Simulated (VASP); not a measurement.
Ta:

```
Ta
1.0
     2.84116    0.00000    0.00000
    -1.42058    2.46052    0.00000
     0.00000    0.00000    5.06081
Ta
2
Direct
  0.33333 0.66667 0.25000
  0.66667 0.33333 0.75000
```

This cell differs from its parent crystal: volume scaled by 0.94.

Base run:

| Property | Result |
| --- | --- |
| Program | VASP 6.6.1 |
| Functional | PBEsol |
| Potentials or basis | VASP PAW PBE potentials, release 64 (Ta_pv) |
| Cutoff | 520 eV |
| k mesh | 11 × 11 × 5 |
| Occupations | fermi-dirac, width 0.05 eV |
| Spin | no spin polarisation |

Its results: band gap on the k mesh zero (band 11 reaches 6.99 eV, above the bottom of band 12 at 5.31 eV); pressure 5.1 GPa.

Task: The run is repeated on the same cell with these changes: functional from PBEsol to LDA; potentials or basis from VASP PAW PBE potentials, release 64 (Ta_pv) to VASP PAW LDA potentials, release 64 (Ta_pv). What comes out?

Result: Band gap on the k mesh zero (band 11 reaches 7.13 eV, above the bottom of band 12 at 5.38 eV); pressure 0.5 GPa.

Caveats: spin-orbit coupling is left out, which moves the levels of the heavy elements; the PAW data sets were made with another functional, which shifts forces and pressure a little (some runs).
